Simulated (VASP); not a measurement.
# MgO (P3m1) in VASP: a series of runs

MgO is run at these levels: PBEsol; tasks: single point.

All numbers are computed with VASP 6.6.1; they aren't measurements. Logs are shortened: lines on timing, memory, paths and dates and some standing lists are left out, and cuts for length are marked.

### 1 The cell of the first run

The structure is trigonal, space group P3m1 (No. 156). Conventional cell: a = 3.020 Å, b = 3.020 Å, c = 16.293 Å, α = 90.00°, β = 90.00°, γ = 120.00°. Mg (site symmetry 3m) has 3 O at 2.14 Å within 2.8 Å. Within 2.8 Å of Mg (site symmetry 3m) lie 6 O at 2.14 Å. Mg (site symmetry 3m) has 6 O at 2.14 Å within 2.8 Å. Mg (site symmetry 3m) has 6 O at 2.14 Å within 2.8 Å. Mg (site symmetry 3m) has 6 O at 2.14 Å within 2.8 Å. Mg (site symmetry 3m) has 6 O at 2.14 Å within 2.8 Å. Within 2.8 Å of O (site symmetry 3m) lie 6 Mg at 2.14 Å. Within 2.8 Å of O (site symmetry 3m) lie 6 Mg at 2.14 Å.

### 2 Single point, PBEsol (the distance across one plane changed)

File INCAR:

```
ALGO = Normal
EDIFF = 1E-6
ENCUT = 520
GGA = PS
ISIF = 2
ISMEAR = 0
LASPH = T
LCHARG = F
LREAL = F
LWAVE = F
NBANDS = 36
NELM = 100
PREC = Accurate
SIGMA = 0.05
```

File KPOINTS:

```
k-points
0
Gamma
  9 9 2
```

File POSCAR:

```
MgO
1.0
    2.1351500000     -2.1351500000      0.0000000000
    2.1351500000      0.0000000000     -2.1351500000
    9.4066254038      9.4066254038      9.4066254038
Mg O
6 6
Direct
    0.6666666667      0.6666666667      0.0378306054
    0.0000000000      0.0000000000      0.7944427124
    0.3333333333      0.3333333333      0.1891530268
    0.6666666667      0.6666666667      0.4917978696
    0.0000000000      0.0000000000      0.3404754482
    0.3333333333      0.3333333333      0.6431202910
    0.6666666667      0.6666666667      0.2648142375
    0.0000000000      0.0000000000      0.1134918161
    0.3333333333      0.3333333333      0.4161366589
    0.6666666667      0.6666666667      0.7187815017
    1.0000000000      1.0000000000      0.5674590803
    0.3333333333      0.3333333333      0.8701039231
```

Potentials or basis: VASP PAW PBE potentials, release 64 (Mg, O).

Launch:

```sh
> cat potpaw_PBE.64/Mg/POTCAR potpaw_PBE.64/O/POTCAR > POTCAR
> mpirun -np 1 vasp_std > vasp.out
```

OUTCAR:

```text
EDIFF = 1E-6
   ENCUT = 520
   GGA = PS
   ISIF = 2
   ISMEAR = 0
   LASPH = T
   LREAL = F
   NELM = 100
   PREC = Accurate

 ion  position               nearest neighbor table
   1  0.667  0.667  0.038-   8 2.14   8 2.14   8 2.14   3 3.02   3 3.02   3 3.02
   2  0.000  0.000  0.794-  10 2.14  12 2.14  10 2.14  10 2.14  12 2.14  12 2.14   6 3.02   6 3.02
                             6 3.02
   3  0.333  0.333  0.189-   8 2.14   7 2.14   7 2.14   8 2.14   8 2.14   7 2.14   1 3.02   1 3.02
                             5 3.02   5 3.02   5 3.02   1 3.02
   4  0.667  0.667  0.492-   9 2.14   9 2.14  11 2.14  11 2.14  11 2.14   9 2.14   5 3.02   6 3.02
                             6 3.02   5 3.02   5 3.02   6 3.02
   5  0.000  0.000  0.340-   9 2.14   7 2.14   9 2.14   9 2.14   7 2.14   7 2.14   4 3.02   3 3.02
                             4 3.02   4 3.02   3 3.02   3 3.02
   6  0.333  0.333  0.643-  10 2.14  10 2.14  11 2.14  11 2.14  11 2.14  10 2.14   2 3.02   4 3.02
                             4 3.02   2 3.02   2 3.02   4 3.02
   7  0.667  0.667  0.265-   3 2.14   3 2.14   5 2.14   5 2.14   5 2.14   3 2.14
   8  0.000  0.000  0.113-   1 2.14   3 2.14   1 2.14   1 2.14   3 2.14   3 2.14
   9  0.333  0.333  0.416-   5 2.14   4 2.14   4 2.14   5 2.14   5 2.14   4 2.14
  10  0.667  0.667  0.719-   6 2.14   6 2.14   2 2.14   2 2.14   2 2.14   6 2.14
  11  0.000  0.000  0.567-   4 2.14   6 2.14   4 2.14   4 2.14   6 2.14   6 2.14
  12  0.333  0.333  0.870-   2 2.14   2 2.14   2 2.14

  LATTYP: Found a hexagonal cell.
 ALAT       =     3.0195580877
 C/A-ratio  =     5.3957409177

  Lattice vectors:

 A1 = (  -2.1351500000,   0.0000000000,   2.1351500000)
 A2 = (   2.1351500000,  -2.1351500000,   0.0000000000)
 A3 = (   9.4066254038,   9.4066254038,   9.4066254038)

Analysis of symmetry for initial positions (statically):
=====================================================================
 Subroutine PRICEL returns:
 Original cell was already a primitive cell.

 Routine SETGRP: Setting up the symmetry group for a
 hexagonal supercell.

 Subroutine GETGRP returns: Found  6 space group operations
 (whereof  6 operations were pure point group operations)
 out of a pool of 24 trial point group operations.

The static configuration has the point symmetry C_3v.

Analysis of symmetry for dynamics (positions and initial velocities):
=====================================================================
 Subroutine PRICEL returns:
 Original cell was already a primitive cell.

 Routine SETGRP: Setting up the symmetry group for a
 hexagonal supercell.

 Subroutine GETGRP returns: Found  6 space group operations
 (whereof  6 operations were pure point group operations)
 out of a pool of 24 trial point group operations.

The dynamic configuration has the point symmetry C_3v.

 Subroutine INISYM returns: Found  6 space group operations
 (whereof  6 operations are pure point group operations),
 and found     1 'primitive' translations

----------------------------------------------------------------------------------------

                                     Primitive cell

  volume of cell :     128.6506

  direct lattice vectors                    reciprocal lattice vectors
     2.135150000 -2.135150000  0.000000000     0.156117057 -0.312234113  0.156117057
     2.135150000  0.000000000 -2.135150000     0.156117057  0.156117057 -0.312234113
     9.406625404  9.406625404  9.406625404     0.035436017  0.035436017  0.035436017

  length of vectors
     3.019558088  3.019558088 16.292753127     0.382407129  0.382407129  0.061376981

  position of ions in fractional coordinates (direct lattice)
     0.666666667  0.666666667  0.037830605
     0.000000000  0.000000000  0.794442712
     0.333333333  0.333333333  0.189153027
     0.666666667  0.666666667  0.491797870
     0.000000000  0.000000000  0.340475448
     0.333333333  0.333333333  0.643120291
     0.666666667  0.666666667  0.264814237
     0.000000000  0.000000000  0.113491816
     0.333333333  0.333333333  0.416136659
     0.666666667  0.666666667  0.718781502
     0.000000000  0.000000000  0.567459080
     0.333333333  0.333333333  0.870103923

  ion indices of the primitive-cell ions
   primitive index   ion index
                 1           1
                 2           2
                 3           3
                 4           4
                 5           5
                 6           6
                 7           7
                 8           8
                 9           9
                10          10
                11          11
                12          12

----------------------------------------------------------------------------------------

 KPOINTS: k-points

Automatic generation of k-mesh.
 Grid dimensions read from file:
 generate k-points for:    9    9    2

 Generating k-lattice:

  Cartesian coordinates                     Fractional coordinates (reciprocal lattice)
     0.017346340 -0.034692679  0.017346340     0.111111111  0.000000000  0.000000000
     0.017346340  0.017346340 -0.034692679     0.000000000  0.111111111  0.000000000
     0.017718008  0.017718008  0.017718008     0.000000000  0.000000000  0.500000000

  Length of vectors
     0.042489681  0.042489681  0.030688491

  Shift w.r.t. Gamma in fractional coordinates (k-lattice)
     0.000000000  0.000000000  0.000000000

 Subroutine IBZKPT returns following result:
 ===========================================

 Found     24 irreducible k-points:

 Following reciprocal coordinates:
            Coordinates               Weight
  0.000000  0.000000  0.000000      1.000000
  0.111111  0.000000  0.000000      6.000000
  0.222222  0.000000  0.000000      6.000000
  0.333333  0.000000  0.000000      6.000000
  0.444444  0.000000  0.000000      6.000000
  0.222222  0.111111  0.000000      6.000000
[... 16 lines left out ...]
 -0.444444  0.222222  0.500000     12.000000
 -0.333333  0.333333  0.500000      2.000000
   k-points           NKPTS =     24   k-points in BZ     NKDIM =     24   number of bands    NBANDS=     36
   number of dos      NEDOS =    301   number of ions     NIONS =     12
   total plane-waves  NPLWV =  72576
   dimension x,y,z NGX =    24 NGY =   24 NGZ =  126
   dimension x,y,z NGXF=    48 NGYF=   48 NGZF=  252
   ions per type =               6   6
   NGX,Y,Z   is equivalent  to a cutoff of  13.21, 13.21, 12.86 a.u.
   NGXF,Y,Z  is equivalent  to a cutoff of  26.43, 26.43, 25.71 a.u.
 SYSTEM =  unknown system
   PREC   = accura    normal or accurate (medium, high low for compatibility)
   ISTART =      0    job   : 0-new  1-cont  2-samecut
   ICHARG =      2    charge: 1-file 2-atom 10-const
   ISPIN  =      1    spin polarized calculation?
   LNONCOLLINEAR =      F non collinear calculations
   LSORBIT =      F    spin-orbit coupling
   LASPH  =      T    aspherical Exc in radial PAW
   ENCUT  =  520.0 eV  38.22 Ry    6.18 a.u.   5.61  5.61 30.29*2*pi/ulx,y,z
   NELM   =    100;   NELMIN=  2; NELMDL= -5     # of ELM steps
   EDIFF  = 0.1E-05   stopping-criterion for ELM
   LREAL  =      F    real-space projection
   EDIFFG = 0.1E-04   stopping-criterion for IOM
   NSW    =      0    number of steps for IOM
   IBRION =     -1    ionic relax: 0-MD 1-quasi-New 2-CG
   NFREE  =      0    steps in history (QN), initial steepest desc. (CG)
   ISIF   =      2    stress and relaxation
   ISYM   =      2    0-nonsym 1-usesym 2-fastsym
   POTIM  = 0.5000    time-step for ionic-motion
   TEBEG  =    0.0;   TEEND  =   0.0 temperature during run
   PSTRESS=    0.0 pullay stress
   NELECT =      48.0000    total number of electrons
   NUPDOWN=      -1.0000    fix difference up-down
   EMIN   =  10.00;   EMAX   =-10.00  energy-range for DOS
   EFERMI =   0.00;   METHOD = LEGACY
   ISMEAR =     0;   SIGMA  =   0.05  broadening in eV -4-tet -1-fermi 0-gaus
   EFERMI_NEDOS =   21; number of points for ismear=-14 and -15
   IALGO  =     38    algorithm
   IMIX   =      4    mixing-type and parameters
     AMIX     =   0.40;   BMIX     =  1.00
     AMIX_MAG =   1.60;   BMIX_MAG =  1.00
  volume/ion in A,a.u.               =      10.72        72.35
  Fermi-wavevector in a.u.,A,eV,Ry     =   1.178559  2.227153 18.898506  1.389001
  Thomas-Fermi vector in A             =   2.314886
   LORBIT       =      0    0 simple, 1 ext, 2 COOP (PROOUT), +10 PAW based schemes
   GGA     = PS    functional components
   LHFCALC =     F    Hartree Fock is set to
   AEXX    =    0.0000 exact exchange contribution
   IVDW    =     0    specifies the selected vdW correction
   LEPSILON=     F    determine dielectric tensor
   LRPA    =     F    only Hartree local field effects (RPA)
 non-spin polarized calculation
 Gauss-broadening in eV      SIGMA  =   0.05
  energy-cutoff  :      520.00
  volume of cell :      128.65
 maximum number of plane-waves:      3517
   NGX = 11   NGY = 11   NGZ = 61

 number of electron      48.0000028 magnetization

 Free energy of the ion-electron system (eV)
  ---------------------------------------------------
  ext. energy  EPLUGINS =         0.00000000
  ---------------------------------------------------
  free energy    TOTEN  =       -70.73281494 eV

  energy without entropy =      -70.72726488  energy(sigma->0) =      -70.73003991

 E-fermi :   4.4076     XC(G=0): -10.6157

 val. band max:        4.3957942849   @ k =   0.2222   0.1111   0.5000
 cond. band min:       4.4737540380   @ k =   0.2222   0.0000   0.5000
 fundamental gap:      0.0779597531
 Fermi energy:         4.4075701763

 k-point     1 :       0.0000    0.0000    0.0000
  band No.  band energies     occupation
      1     -16.5717      2.00000
      2     -15.5771      2.00000
      3     -14.7752      2.00000
      4     -14.0067      2.00000
      5     -13.1866      2.00000
      6     -11.5249      2.00000
[... 28 lines left out ...]
     35      15.0386      0.00000
     36      15.7117      0.00000
[... 866 lines left out ...]
      6     -10.8705      2.00000
[... 28 lines left out ...]
     35      13.2003      0.00000
     36      13.4244      0.00000

------------------------ aborting loop because EDIFF is reached ----------------------------------------

  FORCE on cell =-STRESS in cart. coord.  units (eV):
  Direction    XX          YY          ZZ          XY          YZ          ZX
  --------------------------------------------------------------------------------------
  -------------------------------------------------------------------------------------
  Total       -5.2288513     -5.2288513     -5.2288513     -2.7996856     -2.7996856     -2.7996856
  in kB      -65.1185899    -65.1185899    -65.1185899    -34.8664682    -34.8664682    -34.8664682
  external PRESSURE =     -65.1185899 kB  Pullay stress =       0.0000000 kB

 VOLUME and BASIS-vectors are now :
 -----------------------------------------------------------------------------
  energy-cutoff  :      520.00
  volume of cell :      128.65
      direct lattice vectors                 reciprocal lattice vectors
     2.135150000 -2.135150000  0.000000000     0.156117057 -0.312234113  0.156117057
     2.135150000  0.000000000 -2.135150000     0.156117057  0.156117057 -0.312234113
     9.406625404  9.406625404  9.406625404     0.035436017  0.035436017  0.035436017

 POSITION                                       TOTAL-FORCE (eV/Angst)
 -----------------------------------------------------------------------------------
      3.20273     -1.06757     -1.06757        -0.901390     -0.901390     -0.901390
      7.47303      7.47303      7.47303         1.020133      1.020133      1.020133
      3.20273      1.06758      1.06758         0.431563      0.431563      0.431563
      7.47303      3.20273      3.20273         0.354574      0.354574      0.354574
      3.20273      3.20273      3.20273         0.365014      0.365014      0.365014
      7.47303      5.33788      5.33788         0.344756      0.344756      0.344756
      5.33788      1.06758      1.06758        -0.358767     -0.358767     -0.358767
      1.06758      1.06758      1.06758        -0.334157     -0.334157     -0.334157
      5.33788      3.20273      3.20273        -0.354885     -0.354885     -0.354885
      9.60818      5.33788      5.33788        -0.390732     -0.390732     -0.390732
      5.33788      5.33788      5.33788        -0.354871     -0.354871     -0.354871
      9.60818      7.47303      7.47303         0.178762      0.178762      0.178762
 -----------------------------------------------------------------------------------
    total drift:                                0.000524      0.000524      0.000524

  FREE ENERGIE OF THE ION-ELECTRON SYSTEM (eV)
  ---------------------------------------------------
  free  energy   TOTEN  =       -70.7328149446 eV

  energy  without entropy=      -70.7272648841  energy(sigma->0) =      -70.73003991
```

It took 69 s on 1 thread of AMD EPYC 9R45 (Zen 5), shared host; peak memory 0.26 GiB.

Results:

```yaml
Free_energy: -70.7328 eV
Pressure: -6.5 GPa
Largest_force: 1.767 eV/Å
Band_gap_on_the_k_mesh: zero (bands 24 and 25 overlap by 0.22 eV)
```

Forces in eV/Å, atoms in the order of the input:
```
Mg  -0.901 -0.901 -0.901
Mg   1.020  1.020  1.020
Mg   0.432  0.432  0.432
Mg   0.355  0.355  0.355
Mg   0.365  0.365  0.365
Mg   0.345  0.345  0.345
O   -0.359 -0.359 -0.359
O   -0.334 -0.334 -0.334
O   -0.355 -0.355 -0.355
O   -0.391 -0.391 -0.391
O   -0.355 -0.355 -0.355
O    0.179  0.179  0.179
```

Stress tensor (GPa, compression positive):
```
-6.51 -3.49 -3.49
-3.49 -6.51 -3.49
-3.49 -3.49 -6.51
```

Levels at points of the mesh, in eV from the Fermi level:
| k point | band 22 | band 23 | band 24 | band 25 | band 26 | band 27 |
| --- | --- | --- | --- | --- | --- | --- |
| (0.00, 0.00, 0.00) | -1.54 | -0.66 | 0.21 | 0.21 | 1.87 | 2.73 |
| (0.00, 0.00, 0.50) | -1.54 | -0.55 | 0.21 | 0.21 | 1.71 | 3.00 |

Caveat: the cell differs from its parent crystal (the distance across one plane changed); the cell stands under tension; semilocal functionals underestimate gaps, and a narrow one can read as zero; the PAW data sets were made with another functional, which shifts forces and pressure a little.

### 3 Single point, PBEsol (the distance across one plane changed)

File INCAR:

```
PREC = Accurate
ENCUT = 520
EDIFF = 1E-7
ISMEAR = 0
SIGMA = 0.05
LREAL = False
LASPH = True
NELM = 80
ALGO = Normal
ISIF = 2
LWAVE = False
LCHARG = False
GGA = PS
NBANDS = 36
```

File KPOINTS:

```
regular mesh
0
Gamma
  9 9 2
```

File POSCAR:

```
MgO
1.0
    2.1351500000     -2.1351500000      0.0000000000
    2.1351500000      0.0000000000     -2.1351500000
    9.6953005384      9.6953005384      9.6953005384
Mg O
6 6
Direct
    0.6666666667      0.6666666667      0.0367042086
    0.0000000000      0.0000000000      0.7707883805
    0.3333333333      0.3333333333      0.1835210430
    0.6666666667      0.6666666667      0.4771547117
    0.0000000000      0.0000000000      0.3303378773
    0.3333333333      0.3333333333      0.6239715461
    0.6666666667      0.6666666667      0.2569294602
    0.0000000000      0.0000000000      0.1101126258
    0.3333333333      0.3333333333      0.4037462945
    0.6666666667      0.6666666667      0.6973799633
    1.0000000000      1.0000000000      0.5505631289
    0.3333333333      0.3333333333      0.8441967976
```

Potentials or basis: VASP PAW PBE potentials, release 64 (Mg, O).

Launch:

```sh
> cat potpaw_PBE.64/Mg/POTCAR potpaw_PBE.64/O/POTCAR > POTCAR
> mpirun -np 1 vasp_std > vasp.out
```

It took 1.7 min on 1 thread of AMD EPYC 9R45 (Zen 5), shared host; peak memory 0.26 GiB.

It converged, with:

| Quantity | Value |
| --- | --- |
| Free energy | -70.0275 eV |
| Pressure | -5.7 GPa |
| Largest force | 1.529 eV/Å |
| Band gap on the k mesh | zero (bands 24 and 25 overlap by 0.30 eV) |

Forces in eV/Å, atoms in the order of the input:
```
Mg  -0.441 -0.441 -0.441
Mg   0.883  0.883  0.883
Mg   0.420  0.420  0.420
Mg   0.355  0.355  0.355
Mg   0.361  0.361  0.361
Mg   0.349  0.349  0.349
O   -0.356 -0.356 -0.356
O   -0.211 -0.211 -0.211
O   -0.355 -0.355 -0.355
O   -0.399 -0.399 -0.399
O   -0.356 -0.356 -0.356
O   -0.249 -0.249 -0.249
```

Stress tensor (GPa, compression positive):
```
-5.73 -2.03 -2.03
-2.03 -5.73 -2.03
-2.03 -2.03 -5.73
```

Levels at points of the mesh, in eV from the Fermi level:
| k point | band 21 | band 22 | band 23 | band 24 | band 25 | band 26 | band 27 | band 28 |
| --- | --- | --- | --- | --- | --- | --- | --- | --- |
| (0.00, 0.00, 0.00) | -1.23 | -1.23 | -0.73 | 0.33 | 0.33 | 2.01 | 2.94 | 3.90 |
| (0.00, 0.00, 0.50) | -1.23 | -1.23 | -0.63 | 0.33 | 0.33 | 1.89 | 3.13 | 3.78 |

Caveat: the cell differs from its parent crystal (the distance across one plane changed); the cell stands under tension; semilocal functionals underestimate gaps, and a narrow one can read as zero; the PAW data sets were made with another functional, which shifts forces and pressure a little.

(Part 1 of 2 ends here.)

The gap in the log of VASP goes by the Fermi energy; the results here count the filled bands.